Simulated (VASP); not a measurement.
SiC: vibrations by perturbation theory with LDA

The system is SiC.

```
Si C
1.0
     2.17074    2.17074    0.00000
    -2.17074    2.17074    0.00000
     0.00000    2.17074    2.17074
Si C
1 1
Direct
  0.00000 0.00000 0.00000
  0.75000 0.25000 0.50000
```

- Program: VASP 6.6.1
- Task: vibrations by perturbation theory
- Functional: LDA
- Potentials or basis: VASP PAW LDA potentials, release 64 (Si, C)
- Cutoff: 520 eV
- k mesh: 10 × 10 × 10
- Occupations: gaussian, width 0.01 eV
- Spin: no spin polarisation
- Dipole correction: no
- Further INCAR settings: ALGO = Normal; EDIFF = 1e-08; NBANDS = 11; IBRION = 8; NSW = 1

The highest phonon frequency at Γ, LO-TO splitting left out is 790 cm⁻¹.

Phonon frequencies in cm⁻¹ (negative: imaginary):
```
              q point        frequencies
(0.000, 0.000, 0.000)  0 0 0 790 790 790
```

Wall time 46 s on 1 thread of Intel Xeon 6975P-C, on a shared host, peak memory 0.2 GiB.

Caveat: the cell wasn't relaxed at this level first, which shifts response properties.
